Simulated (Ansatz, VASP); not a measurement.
# One calculation of V, two programs

POSCAR

```
V
1.0
   -1.4935933934      1.4935933934      1.4935933934
    1.4935933934     -1.4935933934      1.4935933934
    1.4935933934      1.4935933934     -1.4935933934
V
1
Direct
    0.0000000000      0.0000000000      0.0000000000
```

INCAR.step1

```
SYSTEM = V
PREC     = Accurate       ! precision mode
ENCUT    = 600            ! plane-wave cutoff, eV
ISMEAR   = 0              ! smearing method
SIGMA    = 0.1            ! smearing width, eV
LREAL    = .False.        ! projectors in reciprocal space
LASPH    = .True.         ! aspherical terms in the spheres
NELM     = 100            ! most SCF steps
GGA      = PE             ! functional
ALGO     = Normal         ! electronic algorithm
EDIFF    = 1E-4           ! SCF threshold, eV
LWAVE    = .True.         ! write WAVECAR
LCHARG   = .False.        ! write CHGCAR
```

File INCAR.step2:

```
SYSTEM = V
PREC     = Accurate       ! precision mode
ENCUT    = 600            ! plane-wave cutoff, eV
EDIFF    = 1E-6           ! SCF threshold, eV
ISMEAR   = 0              ! smearing method
SIGMA    = 0.1            ! smearing width, eV
LREAL    = .False.        ! projectors in reciprocal space
LASPH    = .True.         ! aspherical terms in the spheres
NELM     = 100            ! most SCF steps
ALGO     = Normal         ! electronic algorithm
ISIF     = 3              ! what is computed and relaxed
LWAVE    = .False.        ! write WAVECAR
LCHARG   = .False.        ! write CHGCAR
METAGGA  = R2SCAN         ! meta-GGA
LMIXTAU  = .True.       
IBRION   = 2              ! ionic algorithm
NSW      = 80             ! ionic steps
EDIFFG   = -0.01          ! ionic threshold
ISTART   = 1
```

KPOINTS

```
regular mesh
0
Gamma
  20 20 20
  0 0 0
```

Input for Ansatz:

```yaml
crystal:
  lattice:
    - [-1.4935933934, 1.4935933934, 1.4935933934]
    - [1.4935933934, -1.4935933934, 1.4935933934]
    - [1.4935933934, 1.4935933934, -1.4935933934]
  atoms:
    - { symbol: V, position: [0.0, 0.0, 0.0] }
basis:
  ecutwfc: 500
kpoints:
  mp_grid: { grid: [20, 20, 20] }
hamiltonian:
  xc: r2scan
scf:
  occupations: { method: gaussian, width: 0.1 }
output:
  forces: true
  stress: true
  eigenvalues: true
relax:
  adjacent_minimum: "off"
  f_tol: 0.01
  max_steps: 60
  cell: { stress_tol: 0.1 }
```

Alike in both runs: task relaxation of cell and atoms; functional r2SCAN; k mesh 20 × 20 × 20; occupations gaussian, width 0.1 eV; no spin polarisation.

|  | VASP | Ansatz |
| --- | --- | --- |
| version | VASP 6.6.1 | Ansatz 0.2.0 |
| potentials or method | VASP PAW PBE potentials, release 64 (V_sv), cutoff 600 eV | scalar-relativistic, plane waves, PAW |
| valence electrons in the cell | 13 | 13 |

VASP gave:

```
gap on the k mesh at the Fermi level, each at its own relaxed structure (eV)  : none
relaxed volume (Å³/atom)                                                      : 13.31
relaxed length of the cell vector where the two differ most in proportion (Å) : 2.586
```

Q: Estimate Ansatz's values.

A: gap on the k mesh at the Fermi level, each at its own relaxed structure (eV): none; relaxed volume (Å³/atom): 13.26; relaxed length of the cell vector where the two differ most in proportion (Å): 2.582.

VASP's potentials were made for PBE, not for r2SCAN. A gap of «none» marks a metal or a gap that the smearing closes.
